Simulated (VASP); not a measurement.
# CdAu (Pm-3m) in VASP: single point with LDA

Aim: the single point of CdAu with LDA.

All numbers are computed with VASP 6.6.1; they aren't measurements. Logs are shortened: lines on timing, memory, paths and dates and some standing lists are left out, and cuts for length are marked.

### Step 1. The cell of the first run

It takes space group Pm-3m (No. 221, cubic). Conventional cell: a = 3.280 Å, b = 3.280 Å, c = 3.280 Å, α = 90.00°, β = 90.00°, γ = 90.00°. Within 3.7 Å of Cd (site symmetry m-3m) lie 8 Au at 2.84 Å and 6 Cd at 3.28 Å. Within 3.7 Å of Au (site symmetry m-3m) lie 8 Cd at 2.84 Å and 6 Au at 3.28 Å.

### Step 2. Single point, LDA

Contents of INCAR:

```
PREC = Accurate
ENCUT = 540
EDIFF = 1E-6
ISMEAR = -1
SIGMA = 0.05
LREAL = F
LASPH = T
NELM = 120
ALGO = Normal
ISIF = 2
LWAVE = F
LCHARG = F
GGA = CA
NBANDS = 26
GGA_COMPAT = F
```

Contents of KPOINTS:

```
regular mesh
0
Gamma
  13 13 13
```

Contents of POSCAR:

```
CdAu
1.0
    3.2800061539      0.0000000000      0.0000000000
    0.0000000000      3.2800061539      0.0000000000
    0.0000000000      0.0000000000      3.2800061539
Cd Au
1 1
Direct
    0.5000000000      0.5000000000      0.5000000000
    0.0000000000      0.0000000000      0.0000000000
```

Potentials or basis: VASP PAW LDA potentials, release 64 (Cd_sv_GW, Au_sv_GW).

Run with:

```console
$ cat potpaw_LDA.64/Cd_sv_GW/POTCAR potpaw_LDA.64/Au_sv_GW/POTCAR > POTCAR
$ mpirun -np 1 vasp_std > vasp.out
```

OUTCAR:

```text
PREC = Accurate
   ENCUT = 540
   EDIFF = 1E-6
   ISMEAR = -1
   LREAL = F
   LASPH = T
   NELM = 120
   ISIF = 2
   GGA = CA

 ion  position               nearest neighbor table
   1  0.500  0.500  0.500-   2 2.84   2 2.84   2 2.84   2 2.84   2 2.84   2 2.84   2 2.84   2 2.84

   2  0.000  0.000  0.000-   1 2.84   1 2.84   1 2.84   1 2.84   1 2.84   1 2.84   1 2.84   1 2.84

  LATTYP: Found a simple cubic cell.
 ALAT       =     3.2800061539

  Lattice vectors:

 A1 = (   3.2800061539,   0.0000000000,   0.0000000000)
 A2 = (   0.0000000000,   3.2800061539,   0.0000000000)
 A3 = (   0.0000000000,   0.0000000000,   3.2800061539)

Analysis of symmetry for initial positions (statically):
=====================================================================
 Subroutine PRICEL returns:
 Original cell was already a primitive cell.

 Routine SETGRP: Setting up the symmetry group for a
 simple cubic supercell.

 Subroutine GETGRP returns: Found 48 space group operations
 (whereof 48 operations were pure point group operations)
 out of a pool of 48 trial point group operations.

The static configuration has the point symmetry O_h .

Analysis of symmetry for dynamics (positions and initial velocities):
=====================================================================
 Subroutine PRICEL returns:
 Original cell was already a primitive cell.

 Routine SETGRP: Setting up the symmetry group for a
 simple cubic supercell.

 Subroutine GETGRP returns: Found 48 space group operations
 (whereof 48 operations were pure point group operations)
 out of a pool of 48 trial point group operations.

The dynamic configuration has the point symmetry O_h .

 Subroutine INISYM returns: Found 48 space group operations
 (whereof 48 operations are pure point group operations),
 and found     1 'primitive' translations

----------------------------------------------------------------------------------------

                                     Primitive cell

  volume of cell :      35.2878

  direct lattice vectors                    reciprocal lattice vectors
     3.280006154  0.000000000  0.000000000     0.304877477  0.000000000  0.000000000
     0.000000000  3.280006154  0.000000000     0.000000000  0.304877477  0.000000000
     0.000000000  0.000000000  3.280006154     0.000000000  0.000000000  0.304877477

  length of vectors
     3.280006154  3.280006154  3.280006154     0.304877477  0.304877477  0.304877477

  position of ions in fractional coordinates (direct lattice)
     0.500000000  0.500000000  0.500000000
     0.000000000  0.000000000  0.000000000

  ion indices of the primitive-cell ions
   primitive index   ion index
                 1           1
                 2           2

----------------------------------------------------------------------------------------

 KPOINTS: regular mesh

Automatic generation of k-mesh.
 Grid dimensions read from file:
 generate k-points for:   13   13   13

 Generating k-lattice:

  Cartesian coordinates                     Fractional coordinates (reciprocal lattice)
     0.023452114  0.000000000  0.000000000     0.076923077  0.000000000  0.000000000
     0.000000000  0.023452114  0.000000000     0.000000000  0.076923077  0.000000000
     0.000000000  0.000000000  0.023452114     0.000000000  0.000000000  0.076923077

  Length of vectors
     0.023452114  0.023452114  0.023452114

  Shift w.r.t. Gamma in fractional coordinates (k-lattice)
     0.000000000  0.000000000  0.000000000

 Subroutine IBZKPT returns following result:
 ===========================================

 Found     84 irreducible k-points:

 Following reciprocal coordinates:
            Coordinates               Weight
  0.000000  0.000000  0.000000      1.000000
  0.076923  0.000000  0.000000      6.000000
  0.153846  0.000000  0.000000      6.000000
  0.230769  0.000000  0.000000      6.000000
  0.307692  0.000000  0.000000      6.000000
  0.384615  0.000000  0.000000      6.000000
[... 16 lines left out ...]
  0.307692  0.307692  0.000000     12.000000
  0.384615  0.307692  0.000000     24.000000
 [... further k-points ...]
   k-points           NKPTS =     84   k-points in BZ     NKDIM =     84   number of bands    NBANDS=     26
   number of dos      NEDOS =    301   number of ions     NIONS =      2
   total plane-waves  NPLWV =  21952
   dimension x,y,z NGX =    28 NGY =   28 NGZ =   28
   dimension x,y,z NGXF=    56 NGYF=   56 NGZF=   56
   ions per type =               1   1
   NGX,Y,Z   is equivalent  to a cutoff of  14.19, 14.19, 14.19 a.u.
   NGXF,Y,Z  is equivalent  to a cutoff of  28.38, 28.38, 28.38 a.u.
 SYSTEM =  unknown system
   PREC   = accura    normal or accurate (medium, high low for compatibility)
   ISTART =      0    job   : 0-new  1-cont  2-samecut
   ICHARG =      2    charge: 1-file 2-atom 10-const
   ISPIN  =      1    spin polarized calculation?
   LNONCOLLINEAR =      F non collinear calculations
   LSORBIT =      F    spin-orbit coupling
   LASPH  =      T    aspherical Exc in radial PAW
   ENCUT  =  540.0 eV  39.69 Ry    6.30 a.u.   6.21  6.21  6.21*2*pi/ulx,y,z
   NELM   =    120;   NELMIN=  2; NELMDL= -5     # of ELM steps
   EDIFF  = 0.1E-05   stopping-criterion for ELM
   LREAL  =      F    real-space projection
   EDIFFG = 0.1E-04   stopping-criterion for IOM
   NSW    =      0    number of steps for IOM
   IBRION =     -1    ionic relax: 0-MD 1-quasi-New 2-CG
   NFREE  =      0    steps in history (QN), initial steepest desc. (CG)
   ISIF   =      2    stress and relaxation
   ISYM   =      2    0-nonsym 1-usesym 2-fastsym
   POTIM  = 0.5000    time-step for ionic-motion
   TEBEG  =    0.0;   TEEND  =   0.0 temperature during run
   PSTRESS=    0.0 pullay stress
   NELECT =      39.0000    total number of electrons
   NUPDOWN=      -1.0000    fix difference up-down
   EMIN   =  10.00;   EMAX   =-10.00  energy-range for DOS
   EFERMI =   0.00;   METHOD = LEGACY
   ISMEAR =    -1;   SIGMA  =   0.05  broadening in eV -4-tet -1-fermi 0-gaus
   EFERMI_NEDOS =   21; number of points for ismear=-14 and -15
   IALGO  =     38    algorithm
   IMIX   =      4    mixing-type and parameters
     AMIX     =   0.40;   BMIX     =  1.00
     AMIX_MAG =   1.60;   BMIX_MAG =  1.00
  volume/ion in A,a.u.               =      17.64       119.07
  Fermi-wavevector in a.u.,A,eV,Ry     =   1.692603  3.198555 38.979386  2.864904
  Thomas-Fermi vector in A             =   2.774159
   LORBIT       =      0    0 simple, 1 ext, 2 COOP (PROOUT), +10 PAW based schemes
   GGA     = CA    functional components
   LHFCALC =     F    Hartree Fock is set to
   AEXX    =    0.0000 exact exchange contribution
   IVDW    =     0    specifies the selected vdW correction
   LEPSILON=     F    determine dielectric tensor
   LRPA    =     F    only Hartree local field effects (RPA)
 non-spin polarized calculation
  energy-cutoff  :      540.00
  volume of cell :       35.29
 maximum number of plane-waves:      1021
 NGX is ok and might be reduce to    28
   NGX = 13   NGY = 13   NGZ = 13

 number of electron      39.0000006 magnetization

 Free energy of the ion-electron system (eV)
  ---------------------------------------------------
  ext. energy  EPLUGINS =         0.00000000
  ---------------------------------------------------
  free energy    TOTEN  =        -5.69155225 eV

  energy without entropy =       -5.68543072  energy(sigma->0) =       -5.68849148

 E-fermi :   8.3951     XC(G=0): -13.1497

 val. band max:        8.3712430139   @ k =   0.3077   0.1538   0.0769
 cond. band min:       8.4153962117   @ k =   0.3846   0.2308   0.2308
 fundamental gap:      0.0441531978
 Fermi energy:         8.3951232221

 k-point     1 :       0.0000    0.0000    0.0000
  band No.  band energies     occupation
      1     -97.3913      2.00000
      2     -93.9450      2.00000
      3     -55.3244      2.00000
      4     -55.3244      2.00000
      5     -55.3244      2.00000
      6     -48.9898      2.00000
[... 18 lines left out ...]
     25      20.6700      0.00000
     26      24.2199      0.00000

 k-point     2 :       0.0769    0.0000    0.0000
  band No.  band energies     occupation
      1     -97.3912      2.00000
      2     -93.9449      2.00000
      3     -55.3244      2.00000
      4     -55.3243      2.00000
      5     -55.3243      2.00000
      6     -48.9910      2.00000
[... 18 lines left out ...]
     25      21.0267      0.00000
     26      24.1577      0.00000

 k-point     3 :       0.1538    0.0000    0.0000
  band No.  band energies     occupation
      1     -97.3911      2.00000
      2     -93.9448      2.00000
      3     -55.3258      2.00000
      4     -55.3237      2.00000
      5     -55.3237      2.00000
      6     -48.9949      2.00000
[... 18 lines left out ...]
     25      22.2370      0.00000
     26      23.9497      0.00000

 k-point     4 :       0.2308    0.0000    0.0000
  band No.  band energies     occupation
      1     -97.3910      2.00000
      2     -93.9447      2.00000
      3     -55.3285      2.00000
      4     -55.3234      2.00000
      5     -55.3234      2.00000
      6     -49.0005      2.00000
[... 18 lines left out ...]
     25      23.6952      0.00000
     26      24.2002      0.00000
[... 496 lines left out ...]
      1     -97.3905      2.00000
      2     -93.9443      2.00000
      3     -55.3338      2.00000
      4     -55.3275      2.00000
      5     -55.3225      2.00000
      6     -49.0126      2.00000
[... 18 lines left out ...]
     25      20.5356      0.00000
     26      20.8918      0.00000

 k-point    23 :       0.3077    0.3077    0.0000
  band No.  band energies     occupation
      1     -97.3906      2.00000
      2     -93.9444      2.00000
      3     -55.3307      2.00000
      4     -55.3304      2.00000
      5     -55.3226      2.00000
      6     -49.0051      2.00000
[... 18 lines left out ...]
     25      21.2157      0.00000
     26      22.7202      0.00000

 k-point    24 :       0.3846    0.3077    0.0000
  band No.  band energies     occupation
      1     -97.3905      2.00000
      2     -93.9443      2.00000
      3     -55.3329      2.00000
      4     -55.3304      2.00000
      5     -55.3226      2.00000
      6     -49.0094      2.00000
[... 18 lines left out ...]
     25      20.7216      0.00000
     26      21.7607      0.00000

 [... further k-points ...]

------------------------ aborting loop because EDIFF is reached ----------------------------------------

  FORCE on cell =-STRESS in cart. coord.  units (eV):
  Direction    XX          YY          ZZ          XY          YZ          ZX
  --------------------------------------------------------------------------------------
  -------------------------------------------------------------------------------------
  Total       -0.2650128     -0.2650128     -0.2650128      0.0000000      0.0000000     -0.0000000
  in kB      -12.0324311    -12.0324311    -12.0324311      0.0000000      0.0000000     -0.0000000
  external PRESSURE =     -12.0324311 kB  Pullay stress =       0.0000000 kB

 VOLUME and BASIS-vectors are now :
 -----------------------------------------------------------------------------
  energy-cutoff  :      540.00
  volume of cell :       35.29
      direct lattice vectors                 reciprocal lattice vectors
     3.280006154  0.000000000  0.000000000     0.304877477  0.000000000  0.000000000
     0.000000000  3.280006154  0.000000000     0.000000000  0.304877477  0.000000000
     0.000000000  0.000000000  3.280006154     0.000000000  0.000000000  0.304877477

 POSITION                                       TOTAL-FORCE (eV/Angst)
 -----------------------------------------------------------------------------------
      1.64000      1.64000      1.64000         0.000000      0.000000      0.000000
      0.00000      0.00000      0.00000         0.000000      0.000000      0.000000
 -----------------------------------------------------------------------------------
    total drift:                                0.000000      0.000000      0.000000

  FREE ENERGIE OF THE ION-ELECTRON SYSTEM (eV)
  ---------------------------------------------------
  free  energy   TOTEN  =        -5.6915522498 eV

  energy  without entropy=       -5.6854307189  energy(sigma->0) =       -5.68849148
```

Wall time 34 s (1 thread of Intel Xeon 6975P-C (Granite Rapids), shared host); peak memory 0.23 GiB.

Results:

```yaml
Free_energy: -5.6916 eV
Pressure: -1.2 GPa
Band_gap_on_the_k_mesh: zero (an odd number of electrons rules out a gap without spin polarisation)
```

Levels at points of the mesh, in eV from the Fermi level:
| k point | band 17 | band 18 | band 19 | band 20 | band 21 | band 22 |
| --- | --- | --- | --- | --- | --- | --- |
| (0.00, 0.00, 0.00) | -3.79 | -3.79 | -3.79 | 4.74 | 4.74 | 4.74 |

Caveat: spin-orbit coupling is left out, which moves the levels of the heavy elements.
